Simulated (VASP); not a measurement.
The system is CsI.

```xyz
2
Lattice="4.6660 0.0000 0.0000 0.0000 4.6660 0.0000 0.0000 0.0000 4.6660" Properties=species:S:1:pos:R:3 pbc="T T T"
Cs    0.0000    0.0000    0.0000
I     2.3330    2.3330    2.3330
```

| Quantity | Value |
| --- | --- |
| Program | VASP 6.6.1 |
| Task | relaxation of cell and atoms |
| Functional | PBEsol |
| Potentials or basis | VASP PAW PBE potentials, release 64 (Cs_sv, I) |
| Cutoff | 500 eV |
| k mesh | 6 × 6 × 6 |
| Occupations | gaussian, width 0.02 eV |
| Spin | no spin polarisation |

At the start: pressure -1.0 GPa; volume 50.79 Å³/atom.

Problem. Where does the relaxation end?

Solution. Over 4 steps the energy falls by 16.5 meV/atom and the volume is 45.92 Å³/atom (-9.6 %); space group Pm-3m (No. 221, to 0.1 Å) before and after.

Step by step:
| step | energy change (eV) | largest force (eV/Å) | pressure (GPa) | volume (Å³) |
| --- | --- | --- | --- | --- |
| 1 | 0.0000 | 0.0000 | -0.98 | 101.59 |
| 2 | -0.0227 | 0.0000 | -0.61 | 97.07 |
| 3 | -0.0330 | 0.0000 | -0.08 | 92.45 |
| 4 | -0.0331 | 0.0000 | 0.01 | 91.84 |

Final structure:
```xyz
2
Lattice="4.5117 0.0000 0.0000 0.0000 4.5117 0.0000 0.0000 0.0000 4.5117" Properties=species:S:1:pos:R:3 pbc="T T T"
Cs    0.0000    0.0000    0.0000
I     2.2559    2.2559    2.2559
```

Caveat: the PAW data sets were made with another functional, which shifts forces and pressure a little.
